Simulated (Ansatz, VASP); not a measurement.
**Two plane-wave programs on Hf**

```
CELL_PARAMETERS angstrom
0.00000 2.22000 2.33655
2.22000 0.00000 2.33655
2.22000 2.22000 0.00000
ATOMIC_POSITIONS crystal
Hf 0.00000 0.00000 0.00000
```

Change from the starting cell: strain +0.0525 x Voigt [0, 0, 1, 0, 0, 0], atoms carried along.

Alike in both runs: task single point; functional r2SCAN; k mesh 18 × 18 × 18; occupations gaussian, width 0.15 eV; no spin polarisation.

|  | VASP | Ansatz |
| --- | --- | --- |
| version | VASP 6.6.1 | Ansatz 0.2.0 |
| potentials or method | VASP PAW PBE potentials, release 64 (Hf_pv), cutoff 520 eV | scalar-relativistic, plane waves, PAW |
| valence electrons in the cell | 10 | 26 |

|  | VASP | Ansatz | Ansatz less VASP |
| --- | --- | --- | --- |
| gap on the k mesh at the Fermi level (eV) | none | none | - |
| pressure (GPa) | -3.1 | -2.5 | +0.53 |
| traceless stress, the component that is largest in VASP (GPa) | -1.95 | -1.94 | +0.011 |

VASP's potentials were made for PBE, not for r2SCAN. A gap of «none» marks a metal or a gap that the smearing closes. VASP's potentials hold 10 valence electrons a cell and Ansatz's 26, so a difference there can come from the potentials and not from the codes.

Neither program's run includes spin-orbit coupling.
